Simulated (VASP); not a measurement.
Here is a VASP 6.6.1 calculation.

File INCAR:

```
SYSTEM = BP
PREC = Accurate
ENCUT = 520
EDIFF = 1E-7
ISMEAR = -1
SIGMA = 0.05
LREAL = .False.
LASPH = .True.
NELM = 60
ALGO = Normal
ISIF = 2
LWAVE = .False.
LCHARG = .False.
GGA = PE
NBANDS = 11
```

KPOINTS

```
regular mesh
0
Gamma
  15 15 15
  0 0 0
```

The input POSCAR:

```
BP
1.0
    0.0000000000      2.2690000000      2.2009300000
    2.2690000000      0.0000000000      2.2009300000
    2.2690000000      2.2690000000      0.0000000000
B P
1 1
Direct
    0.0000000000      0.0000000000      0.0000000000
    0.7500000000      0.7500000000      0.7500000000
```

Potentials or basis: VASP PAW PBE potentials, release 64 (B, P).

Command:

```sh
$ cat potpaw_PBE.64/B/POTCAR potpaw_PBE.64/P/POTCAR > POTCAR
$ mpirun -np 1 vasp_std > vasp.out
```

Problem. What does it give for the band gap on the k mesh?

Solution. 0.74 eV, indirect (least direct gap 3.14 eV).

Problem. Predict the pressure.

Solution. 6.2 GPa.

Stress tensor (GPa, compression positive):
```
 3.54  0.00  0.00
 0.00  3.54  0.00
 0.00  0.00 11.55
```

Caveat: the cell differs from its parent crystal (zz strain of -3 %). A k mesh can miss the band edges.
